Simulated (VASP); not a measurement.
## Se: single point with LDA

Crystal: Se.

```
Se
1.0
     2.72625    0.00000    0.00000
     0.00000    2.72625    0.00000
     0.00000    0.00000    2.81056
Se
1
Direct
  0.00000 0.00000 0.00000
```

This cell differs from its parent crystal: strain -0.030 along x and y, +0.000 along z.

```
Program                : VASP 6.6.1
Task                   : single point
Functional             : LDA
Potentials or basis    : VASP PAW LDA potentials, release 64 (Se)
Cutoff                 : 520 eV
k mesh                 : 16 × 16 × 16
Occupations            : gaussian, width 0.15 eV
Spin                   : no spin polarisation
Dipole correction      : no
Further INCAR settings : ALGO = Normal; EDIFF = 1e-06; NBANDS = 9
```

```json
{
 "Pressure": "1.7 GPa",
 "Band gap on the k mesh": "zero (bands 3 and 4 overlap by 6.67 eV)"
}
```

Stress tensor (GPa, compression positive):
```
 2.63  0.00  0.00
 0.00  2.63  0.00
 0.00  0.00 -0.01
```

Levels at points of the mesh, in eV from the Fermi level:
| k point | band 1 | band 2 | band 3 | band 4 | band 5 | band 6 | band 7 | band 8 |
| --- | --- | --- | --- | --- | --- | --- | --- | --- |
| (0.00, 0.00, 0.00) | -16.71 | 1.00 | 1.84 | 1.84 | 7.28 | 7.91 | 8.42 | 22.82 |
| (0.50, 0.00, 0.00) | -14.21 | -7.67 | 2.73 | 3.54 | 10.04 | 12.19 | 12.52 | 13.11 |
| (0.50, 0.50, 0.00) | -11.70 | -5.43 | -5.43 | 2.46 | 4.31 | 13.86 | 15.63 | 15.63 |
| (0.00, 0.00, 0.50) | -14.61 | -7.52 | 3.27 | 3.27 | 10.01 | 12.20 | 13.00 | 14.16 |
| (0.50, 0.00, 0.50) | -12.12 | -5.73 | -5.22 | 2.42 | 4.83 | 14.11 | 16.24 | 16.68 |
| (0.50, 0.50, 0.50) | -9.53 | -3.74 | -3.74 | -3.18 | 5.35 | 5.70 | 5.70 | 9.61 |

Wall time 19 s on 1 thread of AMD EPYC 9R45 96-Core Processor (Zen 5), on a shared host, peak memory 0.15 GiB.

Caveat: the cell differs from its parent crystal (strain -0.030 along x and y, +0.000 along z).
